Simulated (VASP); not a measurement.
Set up this calculation in VASP 6.6.1, as the native input.

```
Task                   : single point
Functional             : LDA
Potentials or basis    : VASP PAW LDA potentials, release 64 (Pd, Pt)
Cutoff                 : 500 eV
k mesh                 : 12 × 12 × 12
Occupations            : fermi-dirac, width 0.03 eV
Spin                   : collinear spin
Starting moments       : [1.6, 1.6] μB
Fixed moment           : 3.2 μB
Dipole correction      : no
Further INCAR settings : ALGO = Normal; EDIFF = 1e-06; NBANDS = 21
```

The structure of PdPt lies in POSCAR:

```
PdPt
1.0
    1.3834012978      0.7987071117      4.5603668681
   -1.3834012978      0.7987071117      4.5603668681
    0.0000000000     -1.5974142234      4.5603668681
Pd Pt
1 1
Direct
    0.0000000000      0.0000000000      0.0000000000
    0.5000000000      0.5000000000      0.5000000000
```

The input as run:

INCAR

```
SYSTEM = PdPt
PREC = Accurate
ENCUT = 500
EDIFF = 1E-6
ISMEAR = -1
SIGMA = 0.03
LREAL = .False.
LASPH = .True.
NELM = 200
ALGO = Normal
ISIF = 2
LWAVE = .False.
LCHARG = .True.
ISPIN = 2
MAGMOM = 1.6 1.6
LORBIT = 11
NUPDOWN = 3.2
LMAXMIX = 4
LELF = .True.
LVHAR = .True.
NBANDS = 21
GGA_COMPAT = .False.
```

KPOINTS

```
Automatic mesh
0
Gamma
  12 12 12
  0 0 0
```

Potentials or basis: VASP PAW LDA potentials, release 64 (Pd, Pt).

Launch:

```bash
$ cat potpaw_LDA.64/Pd/POTCAR potpaw_LDA.64/Pt/POTCAR > POTCAR
$ mpirun -np 1 vasp_std > vasp.out
```

It gave:

```yaml
Pressure: 5.9 GPa
Net_moment: 3.20 μB per cell
Site_moments: Pd +1.41; Pt +1.64 μB
Valence_electrons_inside_the_program's_atomic_spheres: Pd 9.40; Pt 9.20
```

Caveat: the cell stands under pressure; the total moment is fixed, so each spin has its own Fermi level and the state may be an excited one.

Wall time 7.8 min on 1 thread of Oxide Virtual Turin-like Processor, with other jobs on the host, peak memory 0.29 GiB.
